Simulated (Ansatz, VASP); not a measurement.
**Mo in VASP and in Ansatz**

```xyz
1
Lattice="-1.3487 1.3487 1.3487 1.3487 -1.3487 1.3487 1.3487 1.3487 -1.3487" Properties=species:S:1:pos:R:3 pbc="T T T"
Mo    0.0000    0.0000    0.0000
```

Change from the starting cell: volume scaled by 0.64, LAPW.

Alike in both runs: task single point; functional PBEsol; k mesh 17 × 17 × 17; occupations fermi-dirac, width 0.08 eV; no spin polarisation.

```csv
,VASP,Ansatz
version,VASP 6.6.1,Ansatz 0.2.0
potentials or method,"VASP PAW PBE potentials, release 64 (Mo_sv), cutoff 520 eV","all-electron LAPW, scalar-relativistic"
```

|  | VASP | Ansatz | Ansatz less VASP |
| --- | --- | --- | --- |
| pressure (GPa) | 306.7 | 301.2 | -5.50 |

VASP's potentials were made for PBE, not for PBEsol. Both programs put the cell under a high pressure, so it lies far from rest at this level. Ansatz ran all-electron here, and VASP with PAW potentials.

Noted on VASP's run: the cell as given lies far from equilibrium.
